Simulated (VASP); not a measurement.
# SiGe2 (I4/mcm) in VASP: a series of runs

The runs below take SiGe2 through single point, relaxation of cell and atoms, with PBE.

Everything below comes from runs of VASP 6.6.1. Logs are shortened: lines on timing, memory, paths and dates and some standing lists are left out, and cuts for length are marked.

## Step 1: The cell of the first run

It takes space group I4/mcm (No. 140, tetragonal). Conventional cell: a = 5.896 Å, b = 5.896 Å, c = 5.059 Å, α = 90.00°, β = 90.00°, γ = 90.00°. Within 3.3 Å of Si (site symmetry 422) lie 2 Si at 2.53 Å and 8 Ge at 2.56 Å. Ge (site symmetry m2m) has 4 Si at 2.56 Å and 11 Ge at 2.60 to 3.15 Å within 3.4 Å.

## Step 2: Single point, PBE

INCAR reads:

```
PREC = Accurate ; ENCUT = 520
EDIFF = 1E-6 ; ISMEAR = 0
SIGMA = 0.1 ; LREAL = F
LASPH = T ; NELM = 80
ALGO = Normal ; ISIF = 2
LWAVE = F ; LCHARG = F
GGA = PE ; NBANDS = 41
```

KPOINTS reads:

```
regular mesh
0
Gamma
  4 4 4
```

POSCAR reads:

```
SiGe2
1.0
   -2.9480084000      2.9480084000      2.5293543600
    2.9480084000     -2.9480084000      2.5293543600
    2.9480084000      2.9480084000     -2.5293543600
Si Ge
2 4
Direct
    0.2500000000      0.2500000000      0.0000000000
    0.7500000000      0.7500000000      0.0000000000
    0.6557447900      0.8442552100      0.5000000000
    0.8442552100      0.3442552100      0.1885104200
    0.3442552100      0.1557447900      0.5000000000
    0.1557447900      0.6557447900      0.8114895800
```

Potentials or basis: VASP PAW PBE potentials, release 64 (Si, Ge_d).

Launch:

```bash
cat potpaw_PBE.64/Si/POTCAR potpaw_PBE.64/Ge_d/POTCAR > POTCAR
mpirun -np 1 vasp_std > vasp.out
```

OUTCAR:

```text
PREC = Accurate
   ENCUT = 520
   EDIFF = 1E-6
   ISMEAR = 0
   LREAL = F
   LASPH = T
   NELM = 80
   ISIF = 2
   GGA = PE

 ion  position               nearest neighbor table
   1  0.250  0.250  0.000-   2 2.53   2 2.53   4 2.56   4 2.56   5 2.56   6 2.56   5 2.56   6 2.56
                             3 2.56   3 2.56
   2  0.750  0.750  0.000-   1 2.53   1 2.53   5 2.56   3 2.56   4 2.56   6 2.56   3 2.56   5 2.56
                             6 2.56   4 2.56
   3  0.656  0.844  0.500-   1 2.56   2 2.56   2 2.56   1 2.56   5 2.60
   4  0.844  0.344  0.189-   1 2.56   2 2.56   2 2.56   1 2.56   6 2.60
   5  0.344  0.156  0.500-   2 2.56   1 2.56   1 2.56   2 2.56   3 2.60
   6  0.156  0.656  0.811-   2 2.56   1 2.56   1 2.56   2 2.56   4 2.60

  LATTYP: Found a body centered tetragonal cell.
 ALAT       =     5.8960168000
 C/A-ratio  =     0.8579875010

  Lattice vectors:

 A1 = (  -2.9480084000,   2.9480084000,   2.5293543600)
 A2 = (   2.9480084000,  -2.9480084000,   2.5293543600)
 A3 = (   2.9480084000,   2.9480084000,  -2.5293543600)

Analysis of symmetry for initial positions (statically):
=====================================================================
 Subroutine PRICEL returns:
 Original cell was already a primitive cell.

 Routine SETGRP: Setting up the symmetry group for a
 body centered tetragonal supercell.

 Subroutine GETGRP returns: Found 16 space group operations
 (whereof  8 operations were pure point group operations)
 out of a pool of 16 trial point group operations.

The static configuration has the point symmetry C_4h.
 The point group associated with its full space group is D_4h.

Analysis of symmetry for dynamics (positions and initial velocities):
=====================================================================
 Subroutine PRICEL returns:
 Original cell was already a primitive cell.

 Routine SETGRP: Setting up the symmetry group for a
 body centered tetragonal supercell.

 Subroutine GETGRP returns: Found 16 space group operations
 (whereof  8 operations were pure point group operations)
 out of a pool of 16 trial point group operations.

The dynamic configuration has the point symmetry C_4h.
 The point group associated with its full space group is D_4h.

 Subroutine INISYM returns: Found 16 space group operations
 (whereof  8 operations are pure point group operations),
 and found     1 'primitive' translations

----------------------------------------------------------------------------------------

                                     Primitive cell

  volume of cell :      87.9280

  direct lattice vectors                    reciprocal lattice vectors
    -2.948008400  2.948008400  2.529354360     0.000000000  0.169606030  0.197678905
     2.948008400 -2.948008400  2.529354360     0.169606030  0.000000000  0.197678905
     2.948008400  2.948008400 -2.529354360     0.169606030  0.169606030  0.000000000

  length of vectors
     4.876386011  4.876386011  4.876386011     0.260467186  0.260467186  0.239859147

  position of ions in fractional coordinates (direct lattice)
     0.250000000  0.250000000  0.000000000
     0.750000000  0.750000000  0.000000000
     0.655744790  0.844255210  0.500000000
     0.844255210  0.344255210  0.188510420
     0.344255210  0.155744790  0.500000000
     0.155744790  0.655744790  0.811489580

  ion indices of the primitive-cell ions
   primitive index   ion index
                 1           1
                 2           2
                 3           3
                 4           4
                 5           5
                 6           6

----------------------------------------------------------------------------------------

 KPOINTS: regular mesh

Automatic generation of k-mesh.
 Grid dimensions read from file:
 generate k-points for:    4    4    4

 Generating k-lattice:

  Cartesian coordinates                     Fractional coordinates (reciprocal lattice)
     0.000000000  0.042401507  0.049419726     0.250000000  0.000000000  0.000000000
     0.042401507  0.000000000  0.049419726     0.000000000  0.250000000  0.000000000
     0.042401507  0.042401507  0.000000000     0.000000000  0.000000000  0.250000000

  Length of vectors
     0.065116796  0.065116796  0.059964787

  Shift w.r.t. Gamma in fractional coordinates (k-lattice)
     0.000000000  0.000000000  0.000000000

 Subroutine IBZKPT returns following result:
 ===========================================

 Found     13 irreducible k-points:

 Following reciprocal coordinates:
            Coordinates               Weight
  0.000000  0.000000  0.000000      1.000000
  0.250000  0.000000 -0.000000      8.000000
  0.500000  0.000000 -0.000000      4.000000
  0.250000  0.250000 -0.000000      8.000000
  0.500000  0.250000  0.000000     16.000000
 -0.250000  0.250000  0.000000      4.000000
  0.500000  0.500000 -0.000000      2.000000
  0.250000  0.250000  0.250000      2.000000
 -0.250000  0.250000  0.250000      4.000000
  0.500000  0.500000  0.250000      4.000000
 -0.250000  0.500000  0.250000      8.000000
 -0.250000 -0.250000  0.250000      2.000000
  0.500000  0.500000  0.500000      1.000000
   k-points           NKPTS =     13   k-points in BZ     NKDIM =     13   number of bands    NBANDS=     41
   number of dos      NEDOS =    301   number of ions     NIONS =      6
   total plane-waves  NPLWV =  46656
   dimension x,y,z NGX =    36 NGY =   36 NGZ =   36
   dimension x,y,z NGXF=    72 NGYF=   72 NGZF=   72
   ions per type =               2   4
   NGX,Y,Z   is equivalent  to a cutoff of  12.27, 12.27, 12.27 a.u.
   NGXF,Y,Z  is equivalent  to a cutoff of  24.55, 24.55, 24.55 a.u.
 SYSTEM =  unknown system
   PREC   = accura    normal or accurate (medium, high low for compatibility)
   ISTART =      0    job   : 0-new  1-cont  2-samecut
   ICHARG =      2    charge: 1-file 2-atom 10-const
   ISPIN  =      1    spin polarized calculation?
   LNONCOLLINEAR =      F non collinear calculations
   LSORBIT =      F    spin-orbit coupling
   LASPH  =      T    aspherical Exc in radial PAW
   ENCUT  =  520.0 eV  38.22 Ry    6.18 a.u.   9.07  9.07  9.07*2*pi/ulx,y,z
   NELM   =     80;   NELMIN=  2; NELMDL= -5     # of ELM steps
   EDIFF  = 0.1E-05   stopping-criterion for ELM
   LREAL  =      F    real-space projection
   EDIFFG = 0.1E-04   stopping-criterion for IOM
   NSW    =      0    number of steps for IOM
   IBRION =     -1    ionic relax: 0-MD 1-quasi-New 2-CG
   NFREE  =      0    steps in history (QN), initial steepest desc. (CG)
   ISIF   =      2    stress and relaxation
   ISYM   =      2    0-nonsym 1-usesym 2-fastsym
   POTIM  = 0.5000    time-step for ionic-motion
   TEBEG  =    0.0;   TEEND  =   0.0 temperature during run
   PSTRESS=    0.0 pullay stress
   NELECT =      64.0000    total number of electrons
   NUPDOWN=      -1.0000    fix difference up-down
   EMIN   =  10.00;   EMAX   =-10.00  energy-range for DOS
   EFERMI =   0.00;   METHOD = LEGACY
   ISMEAR =     0;   SIGMA  =   0.10  broadening in eV -4-tet -1-fermi 0-gaus
   EFERMI_NEDOS =   21; number of points for ismear=-14 and -15
   IALGO  =     38    algorithm
   IMIX   =      4    mixing-type and parameters
     AMIX     =   0.40;   BMIX     =  1.00
     AMIX_MAG =   1.60;   BMIX_MAG =  1.00
  volume/ion in A,a.u.               =      14.65        98.89
  Fermi-wavevector in a.u.,A,eV,Ry     =   1.472626  2.782860 29.505965  2.168627
  Thomas-Fermi vector in A             =   2.587618
   LORBIT       =      0    0 simple, 1 ext, 2 COOP (PROOUT), +10 PAW based schemes
   GGA     = PE    functional components
   LHFCALC =     F    Hartree Fock is set to
   AEXX    =    0.0000 exact exchange contribution
   IVDW    =     0    specifies the selected vdW correction
   LEPSILON=     F    determine dielectric tensor
   LRPA    =     F    only Hartree local field effects (RPA)
 non-spin polarized calculation
 Gauss-broadening in eV      SIGMA  =   0.10
  energy-cutoff  :      520.00
  volume of cell :       87.93
 maximum number of plane-waves:      2406
   NGX = 19   NGY = 19   NGZ = 19

 number of electron      63.9999993 magnetization

 Free energy of the ion-electron system (eV)
  ---------------------------------------------------
  ext. energy  EPLUGINS =         0.00000000
  ---------------------------------------------------
  free energy    TOTEN  =       -25.05293591 eV

  energy without entropy =      -25.03613817  energy(sigma->0) =      -25.04453704

 E-fermi :   9.7628     XC(G=0): -12.0791

 val. band max:        9.7446189924   @ k =   0.2500   0.2500   0.2500
 cond. band min:       9.8183710040   @ k =   0.5000   0.5000  -0.0000
 fundamental gap:      0.0737520117
 Fermi energy:         9.7628406276

 k-point     1 :       0.0000    0.0000    0.0000
  band No.  band energies     occupation
      1     -14.9761      2.00000
      2     -14.9722      2.00000
      3     -14.9620      2.00000
      4     -14.9467      2.00000
      5     -14.9467      2.00000
      6     -14.9403      2.00000
[... 33 lines left out ...]
     40      19.0152      0.00000
     41      19.0482      0.00000

 k-point     2 :       0.2500    0.0000   -0.0000
  band No.  band energies     occupation
      1     -14.9808      2.00000
      2     -14.9726      2.00000
      3     -14.9649      2.00000
      4     -14.9565      2.00000
      5     -14.9415      2.00000
      6     -14.9348      2.00000
[... 33 lines left out ...]
     40      16.5704      0.00000
     41      17.4465      0.00000

 k-point     3 :       0.5000    0.0000   -0.0000
  band No.  band energies     occupation
      1     -14.9830      2.00000
      2     -14.9830      2.00000
      3     -14.9598      2.00000
      4     -14.9598      2.00000
      5     -14.9316      2.00000
      6     -14.9316      2.00000
[... 391 lines left out ...]
      2     -14.9779      2.00000
      3     -14.9661      2.00000
      4     -14.9410      2.00000
      5     -14.9410      2.00000
      6     -14.9332      2.00000
[... 33 lines left out ...]
     40      15.6956      0.00000
     41      15.9215      0.00000

 k-point    13 :       0.5000    0.5000    0.5000
  band No.  band energies     occupation
      1     -14.9901      2.00000
      2     -14.9833      2.00000
      3     -14.9751      2.00000
      4     -14.9404      2.00000
      5     -14.9404      2.00000
      6     -14.9377      2.00000
[... 33 lines left out ...]
     40      15.5918      0.00000
     41      15.5918      0.00000

------------------------ aborting loop because EDIFF is reached ----------------------------------------

  FORCE on cell =-STRESS in cart. coord.  units (eV):
  Direction    XX          YY          ZZ          XY          YZ          ZX
  --------------------------------------------------------------------------------------
  -------------------------------------------------------------------------------------
  Total       14.6707973     14.6707973     11.6444589      0.0000000     -0.0000000      0.0000000
  in kB      267.3235364    267.3235364    212.1791918      0.0000000     -0.0000000      0.0000000
  external PRESSURE =     248.9420882 kB  Pullay stress =       0.0000000 kB

 VOLUME and BASIS-vectors are now :
 -----------------------------------------------------------------------------
  energy-cutoff  :      520.00
  volume of cell :       87.93
      direct lattice vectors                 reciprocal lattice vectors
    -2.948008400  2.948008400  2.529354360     0.000000000  0.169606030  0.197678905
     2.948008400 -2.948008400  2.529354360     0.169606030  0.000000000  0.197678905
     2.948008400  2.948008400 -2.529354360     0.169606030  0.169606030  0.000000000

 POSITION                                       TOTAL-FORCE (eV/Angst)
 -----------------------------------------------------------------------------------
      0.00000      0.00000      1.26468         0.000000     -0.000000      0.000000
      0.00000      0.00000      3.79403         0.000000      0.000000      0.000000
      2.02973      0.91827      2.52935         0.512217     -0.512217     -0.000000
     -0.91827      2.02973      2.52935         0.512217      0.512217     -0.000000
      0.91827      2.02973      0.00000        -0.512217      0.512217     -0.000000
      3.86628      0.91827      0.00000        -0.512217     -0.512217      0.000000
 -----------------------------------------------------------------------------------
    total drift:                               -0.000000     -0.000000      0.000000

  FREE ENERGIE OF THE ION-ELECTRON SYSTEM (eV)
  ---------------------------------------------------
  free  energy   TOTEN  =       -25.0529359087 eV

  energy  without entropy=      -25.0361381739  energy(sigma->0) =      -25.04453704
```

Run time: 48 s. Hardware: 1 thread of Intel Xeon 6975P-C, shared host; peak memory 0.21 GiB.

Results:

- Free energy: -25.0529 eV
- Pressure: 24.9 GPa
- Largest force: 0.724 eV/Å
- Band gap on the k mesh: zero (band 32 reaches 11.43 eV, above the bottom of band 33 at 7.29 eV)

Forces on the atoms (eV/Å):
```
Si   0.000  0.000  0.000
Si   0.000  0.000  0.000
Ge   0.512 -0.512  0.000
Ge   0.512  0.512  0.000
Ge  -0.512  0.512  0.000
Ge  -0.512 -0.512  0.000
```

Stress tensor (GPa, compression positive):
```
26.73  0.00  0.00
 0.00 26.73  0.00
 0.00  0.00 21.22
```

Caveat: the k points lie up to 0.41 Å⁻¹ apart.

## Step 3: Single point, PBE

This run uses another cell than the first one, of 18.23 Å³/atom, 1.244 times its volume.

INCAR reads:

```
SYSTEM = SiGe2
  PREC = Accurate
  ENCUT = 520
  EDIFF = 1E-6
  ISMEAR = 0
  SIGMA = 0.1
  LREAL = .FALSE.
  LASPH = .TRUE.
  NELM = 60
  ALGO = Normal
  ISIF = 2
  LWAVE = .FALSE.
  LCHARG = .FALSE.
  GGA = PE
  NBANDS = 41
```

KPOINTS reads:

```
regular mesh
0
G
  4 4 4
  0 0 0
```

POSCAR reads:

```
SiGe2
1.0
   -3.2170156619      3.2170156619      2.6426456624
    3.2170156619     -3.2170156619      2.6426456624
    3.2170156619      3.2170156619     -2.6426456624
Si Ge
2 4
Direct
    0.2500000000      0.2500000000      0.0000000000
    0.7500000000      0.7500000000      0.0000000000
    0.6469738274      0.8530261726      0.5000000000
    0.8530261726      0.3530261726      0.2060523452
    0.3530261726      0.1469738274      0.5000000000
    0.1469738274      0.6469738274      0.7939476548
```

Potentials or basis: VASP PAW PBE potentials, release 64 (Si, Ge_d).

Launch:

```bash
cat potpaw_PBE.64/Si/POTCAR potpaw_PBE.64/Ge_d/POTCAR > POTCAR
mpirun -np 1 vasp_std > vasp.out
```

Wall time 54 s (1 thread of Intel Xeon 6975P-C, shared host); peak memory 0.26 GiB.

The run converged. Its results:

```yaml
Free_energy: -26.5340 eV
Pressure: 0.2 GPa
Largest_force: 0.010 eV/Å
Band_gap_on_the_k_mesh: zero (band 32 reaches 8.54 eV, above the bottom of band 33 at 4.94 eV)
```

Forces in eV/Å, atoms in the order of the input:
```
Si   0.000  0.000  0.000
Si   0.000  0.000  0.000
Ge  -0.007  0.007  0.000
Ge  -0.007 -0.007  0.000
Ge   0.007 -0.007  0.000
Ge   0.007  0.007  0.000
```

Stress tensor (GPa, compression positive):
```
0.23 0.00 0.00
0.00 0.23 0.00
0.00 0.00 0.07
```

Levels at points of the mesh, in eV from the Fermi level:
| k point | band 28 | band 29 | band 30 | band 31 | band 32 | band 33 | band 34 | band 35 | band 36 | band 37 |
| --- | --- | --- | --- | --- | --- | --- | --- | --- | --- | --- |
| (0.00, 0.00, 0.00) | -4.19 | -4.19 | -3.38 | -3.30 | -3.30 | -2.37 | 0.48 | 0.90 | 2.25 | 2.25 |
| (0.50, 0.00, 0.00) | -3.59 | -1.22 | -1.22 | -0.68 | -0.68 | 0.34 | 0.34 | 2.35 | 2.35 | 3.40 |
| (0.50, 0.50, 0.00) | -4.45 | -3.96 | -3.62 | 0.09 | 0.51 | 0.78 | 1.09 | 1.24 | 1.69 | 2.09 |
| (0.50, 0.50, 0.50) | -1.08 | -1.08 | -0.83 | -0.35 | -0.32 | -0.32 | 0.57 | 3.24 | 3.36 | 3.36 |

Caveat: the k points lie up to 0.38 Å⁻¹ apart.

## Step 4: Relaxation of cell and atoms, PBE

INCAR reads:

```
  PREC = Accurate
  ENCUT = 600
  EDIFF = 1E-6
  ISMEAR = 0
  SIGMA = 0.1
  LREAL = False
  LASPH = True
  NELM = 100
  ALGO = Normal
  ISIF = 3
  LWAVE = False
  LCHARG = False
  GGA = PE
  IBRION = 2
  NSW = 90
  EDIFFG = -0.04
```

KPOINTS reads:

```
Automatic mesh
0
Gamma
  4 4 4
```

POSCAR reads:

```
SiGe2
1.0
   -2.9480084000      2.9480084000      2.5293543600
    2.9480084000     -2.9480084000      2.5293543600
    2.9480084000      2.9480084000     -2.5293543600
Si Ge
2 4
Direct
    0.2500000000      0.2500000000      0.0000000000
    0.7500000000      0.7500000000      0.0000000000
    0.6557447900      0.8442552100      0.5000000000
    0.8442552100      0.3442552100      0.1885104200
    0.3442552100      0.1557447900      0.5000000000
    0.1557447900      0.6557447900      0.8114895800
```

Launch:

```bash
cat potpaw_PBE.64/Si/POTCAR potpaw_PBE.64/Ge_d/POTCAR > POTCAR
mpirun -np 1 vasp_std > vasp.out
```

Run time: 5.4 min. Hardware: 1 thread of Intel Xeon 6975P-C, shared host; peak memory 0.26 GiB.

The run converged. Its results:

```
Free energy                            : -26.5317 eV
Relaxed volume                         : 18.29 Å³/atom
Relaxed cell                           : a = 5.267 Å, b = 5.267 Å, c = 5.267 Å, α = 104.56°, β = 104.56°, γ = 119.82°
Space group after relaxing (to 0.05 Å) : I4/mcm (No. 140)
Energy gained by relaxing              : 246.4 meV/atom
Ionic steps                            : 9
Pressure after relaxing                : 0.0 GPa
Largest force after relaxing           : 0.019 eV/Å
Band gap on the k mesh                 : zero (band 32 reaches 8.49 eV, above the bottom of band 33 at 4.96 eV)
```

Forces on the atoms (eV/Å):
```
Si   0.000  0.000  0.000
Si   0.000  0.000  0.000
Ge   0.014 -0.014  0.000
Ge   0.014  0.014  0.000
Ge  -0.014  0.014  0.000
Ge  -0.014 -0.014  0.000
```

Stress tensor (GPa, compression positive):
```
-0.07  0.00  0.00
 0.00 -0.07  0.00
 0.00  0.00  0.07
```

The path:
```csv
step,energy change (eV),largest force (eV/Å),pressure (GPa),volume (Å³)
1,0.0000,0.7245,24.86,87.93
2,-1.2637,0.2267,-5.12,120.13
3,-1.4346,0.2852,-0.21,109.60
4,-1.4345,0.2812,-0.41,110.07
5,-1.4552,0.2184,-0.20,109.79
6,-1.4758,0.0125,0.41,109.04
7,-1.4767,0.0607,0.24,109.20
8,-1.4768,0.0488,0.24,109.16
9,-1.4783,0.0192,-0.02,109.71
```

Final structure:
```
CELL_PARAMETERS angstrom
-3.22272 3.22272 2.64084
3.22272 -3.22272 2.64084
3.22272 3.22272 -2.64084
ATOMIC_POSITIONS crystal
Si 0.25000 0.25000 0.00000
Si 0.75000 0.75000 0.00000
Ge 0.64744 0.85256 0.50000
Ge 0.85256 0.35256 0.20512
Ge 0.35256 0.14744 0.50000
Ge 0.14744 0.64744 0.79488
```

Levels at points of the mesh, in eV from the Fermi level:
```csv
k point,band 28,band 29,band 30,band 31,band 32,band 33,band 34,band 35,band 36,band 37
"(0.00, 0.00, 0.00)",-4.19,-4.19,-3.35,-3.30,-3.30,-2.33,0.46,0.89,2.22,2.22
"(0.50, 0.00, 0.00)",-3.59,-1.22,-1.22,-0.69,-0.69,0.32,0.32,2.36,2.36,3.39
"(0.50, 0.50, 0.00)",-4.47,-3.97,-3.60,0.11,0.50,0.78,1.08,1.22,1.69,2.10
"(0.50, 0.50, 0.50)",-1.08,-1.08,-0.84,-0.34,-0.31,-0.31,0.55,3.20,3.31,3.31
```

Caveat: the k points lie up to 0.38 Å⁻¹ apart in the final cell; the volume moved by over 15 % at a fixed basis, so the end points are rough.

(Part 1 of 2 ends here.)
